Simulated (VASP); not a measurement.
# HfO2: single point with PBE

HfO2:

```
CELL_PARAMETERS angstrom
0.00000 2.52918 2.52918
2.52918 0.00000 2.52918
2.52918 2.52918 0.00000
ATOMIC_POSITIONS crystal
Hf 0.00000 0.00000 0.00000
O 0.25000 0.25000 0.25000
O 0.75000 0.75000 0.75000
```

| Item | Value |
| --- | --- |
| Program | VASP 6.6.1 |
| Task | single point |
| Functional | PBE |
| Potentials or basis | VASP PAW PBE potentials, release 64 (Hf_pv, O) |
| Cutoff | 520 eV |
| k mesh | 4 × 4 × 4 |
| Occupations | gaussian, width 0.01 eV |
| Spin | no spin polarisation |

- Pressure: 2.1 GPa
- Band gap on the k mesh: 3.82 eV, direct

Levels at points of the mesh, in eV from the valence-band top:
| k point | band 8 | band 9 | band 10 | band 11 | band 12 | band 13 | band 14 | band 15 |
| --- | --- | --- | --- | --- | --- | --- | --- | --- |
| (0.00, 0.00, 0.00) | -5.38 | -0.61 | -0.61 | -0.61 | 3.90 | 3.90 | 5.89 | 10.51 |
| (0.50, 0.00, 0.00) | -3.05 | -2.74 | -1.84 | -1.84 | 4.63 | 4.63 | 7.05 | 9.09 |
| (0.50, 0.50, 0.00) | -3.48 | -1.54 | -1.54 | 0.00 | 3.82 | 5.54 | 6.70 | 8.22 |

It took 11 s on 1 thread of Intel Xeon 8259CL (shared host), peak memory 0.15 GiB.

Caveat: the k points lie up to 0.54 Å⁻¹ apart; spin-orbit coupling is left out, which moves the levels of the heavy elements. A k mesh can miss the band edges.
